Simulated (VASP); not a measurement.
Here is a VASP 6.6.1 calculation.

INCAR

```
PREC = Accurate ; ENCUT = 500
EDIFF = 1E-6 ; ISMEAR = 0
SIGMA = 0.02 ; LREAL = F
LASPH = T ; NELM = 120
ALGO = Normal ; ISIF = 2
LWAVE = F ; LCHARG = F
GGA = PS ; NBANDS = 11
GGA_COMPAT = F
```

KPOINTS

```
regular mesh
0
Gamma
  8 8 8
```

File POSCAR:

```
AlAs
1.0
    0.0000000000      2.8372981985      2.8372981985
    2.8372981985      0.0000000000      2.8372981985
    2.8372981985      2.8372981985      0.0000000000
Al As
1 1
Direct
    0.0000000000      0.0000000000      0.0000000000
    0.2500000000      0.2500000000      0.2500000000
```

Potentials or basis: VASP PAW PBE potentials, release 64 (Al, As).

Launch:

```bash
$ cat potpaw_PBE.64/Al/POTCAR potpaw_PBE.64/As/POTCAR > POTCAR
$ mpirun -np 1 vasp_std > vasp.out
```

Predict the pressure.

0.3 GPa.

What does it give for the band gap on the k mesh?

1.33 eV, indirect (least direct gap 1.92 eV).

Caveat: the PAW data sets were made with another functional, which shifts forces and pressure a little. A k mesh can miss the band edges.
